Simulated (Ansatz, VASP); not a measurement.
# One calculation of NaB2, two programs

```
Na B
1.0
     0.00000    3.36112    3.36112
     3.36112    0.00000    3.36112
     3.36112    3.36112    0.00000
Na B
2 4
Cartesian
  3.3611 3.3611 3.3611
  5.0417 5.0417 5.0417
  0.8403 0.8403 0.8403
  0.8403 2.5208 2.5208
  2.5208 0.8403 2.5208
  2.5208 2.5208 0.8403
```

Change from the starting cell: species swapped into the EuAl2 type (Fd-3m, No. 227).

Alike in both runs: task single point; functional PBE; k mesh 4 × 4 × 4; occupations gaussian, width 0.1 eV; no spin polarisation.

```csv
,VASP,Ansatz
version,VASP 6.6.1,Ansatz 0.2.0
potentials or method,"VASP PAW PBE potentials, release 64 (Na_pv, B), cutoff 520 eV","scalar-relativistic, plane waves, PAW"
valence electrons in the cell,26,30
```

|  | VASP | Ansatz | Ansatz less VASP |
| --- | --- | --- | --- |
| gap on the k mesh at the Fermi level (eV) | none | none | - |
| pressure (GPa) | -18.7 | -18.7 | -0.02 |

A gap of «none» marks a metal or a gap that the smearing closes. VASP's potentials hold 26 valence electrons a cell and Ansatz's 30, so a difference there can come from the potentials and not from the codes.

The k mesh is coarse, so the values compare programs but aren't converged.
